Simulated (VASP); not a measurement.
Set up this calculation in VASP 6.6.1, as the native input.

```
Task                   : single point
Functional             : PBE
Potentials or basis    : VASP PAW PBE potentials, release 64 (Ir)
Cutoff                 : 520 eV
k mesh                 : 24 × 24 × 24
Occupations            : gaussian, width 0.15 eV
Spin                   : no spin polarisation
Dipole correction      : no
Further INCAR settings : ALGO = Fast; EDIFF = 1e-06; NBANDS = 10
```

The structure of Ir lies in POSCAR:

```
Ir
1.0
    0.0000000000      1.9738042925      1.8158999491
    1.9738042925      0.0000000000      1.8158999491
    1.9738042925      1.9738042925      0.0000000000
Ir
1
Direct
    0.0000000000      0.0000000000      0.0000000000
```

This cell differs from its parent crystal: ratio of the length along z to the lengths across it x 0.92, volume and fractional coordinates fixed.

One way to write it, as run:

INCAR

```
PREC     = Accurate       # precision mode
ENCUT    = 520            # plane-wave cutoff, eV
EDIFF    = 1E-6           # SCF threshold, eV
ISMEAR   = 0              # smearing method
SIGMA    = 0.15           # smearing width, eV
LREAL    = F              # projectors in reciprocal space
LASPH    = T              # aspherical terms in the spheres
NELM     = 100            # most SCF steps
ALGO     = Fast           # electronic algorithm
ISIF     = 2              # what is computed and relaxed
LWAVE    = F              # write WAVECAR
LCHARG   = F              # write CHGCAR
GGA      = PE             # functional
NBANDS   = 10             # bands
```

KPOINTS

```
Automatic mesh
0
Gamma
  24 24 24
```

Potentials or basis: VASP PAW PBE potentials, release 64 (Ir).

Command:

```console
$ cat potpaw_PBE.64/Ir/POTCAR > POTCAR
$ mpirun -np 1 vasp_std > vasp.out
```

It gave:

| Property | Result |
| --- | --- |
| Pressure | 11.0 GPa |

Wall time 2.5 min on 1 thread of Intel(R) Xeon(R) Platinum 8488C (Sapphire Rapids), on a shared host, peak memory 0.27 GiB.
